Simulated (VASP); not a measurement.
Here is a VASP 6.6.1 calculation.

POSCAR

```
CoSi
1.0
    0.0000000000      2.2679793557      2.2679793557
    2.2679793557      0.0000000000      2.2679793557
    2.2679793557      2.2679793557      0.0000000000
Co Si
1 1
Direct
    0.0000000000      0.0000000000      0.0000000000
    0.5000000000      0.5000000000      0.5000000000
```

The input INCAR.step1:

```
SYSTEM = CoSi
PREC = Accurate ; ENCUT = 660
ISMEAR = -1 ; SIGMA = 0.1
LREAL = .FALSE. ; LASPH = .TRUE.
NELM = 120 ; NBANDS = 14
GGA = PE ; ALGO = Normal
EDIFF = 1E-5 ; LWAVE = .TRUE.
LCHARG = .FALSE. ; GGA_COMPAT = .FALSE.
```

Contents of INCAR.step2:

```
SYSTEM = CoSi
PREC = Accurate ; ENCUT = 660
EDIFF = 1E-6 ; ISMEAR = -1
SIGMA = 0.1 ; LREAL = .FALSE.
LASPH = .TRUE. ; NELM = 120
ALGO = Normal ; ISIF = 2
LWAVE = .FALSE. ; LCHARG = .FALSE.
METAGGA = R2SCAN ; LMIXTAU = .TRUE.
NBANDS = 14 ; ISTART = 1
GGA_COMPAT = .FALSE.
```

File KPOINTS:

```
Automatic mesh
0
G
  14 14 14
  0 0 0
```

Potentials or basis: VASP PAW PBE potentials, release 64 (Co, Si).

The run is started by

```sh
$ cat potpaw_PBE.64/Co/POTCAR potpaw_PBE.64/Si/POTCAR > POTCAR
$ cp INCAR.step1 INCAR
$ mpirun -np 1 vasp_std > vasp.out
$ cp INCAR.step2 INCAR
$ mpirun -np 1 vasp_std > vasp.out
```

Question: What does it give for the pressure?

Answer: 12.0 GPa.

Caveat: the PAW data sets were made with another functional, which shifts forces and pressure a little. Spin polarisation is off, so any magnetic state and its effect on volume and gap are missing.
